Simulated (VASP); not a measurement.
Crystal: PbO2.

```
CELL_PARAMETERS angstrom
0.00000 2.64683 2.64683
2.64683 0.00000 2.64683
2.64683 2.64683 0.00000
ATOMIC_POSITIONS crystal
Pb 0.00000 0.00000 0.00000
O 0.75000 0.75000 0.75000
O 0.25000 0.25000 0.25000
```

This cell differs from its parent crystal: volume scaled by 0.94.

Base run:

| Property | Result |
| --- | --- |
| Program | VASP 6.6.1 |
| Functional | PBE |
| Potentials or basis | VASP PAW PBE potentials, release 64 (Pb_d, O) |
| Cutoff | 520 eV |
| k mesh | 9 × 9 × 9 |
| Occupations | fermi-dirac, width 0.05 eV |
| Spin | no spin polarisation |

Its results: band gap on the k mesh zero (band 13 reaches 6.39 eV, above the bottom of band 14 at 5.12 eV); pressure 10.4 GPa.

Problem. The run is repeated on the same cell with these changes: functional from PBE to r2SCAN. What comes out?

Solution. Band gap on the k mesh zero (band 13 reaches 6.05 eV, above the bottom of band 14 at 4.74 eV); pressure 3.6 GPa.

Caveats: spin-orbit coupling is left out, which moves the levels of the heavy elements; the PAW data sets were made with another functional, which shifts forces and pressure a little (some runs).
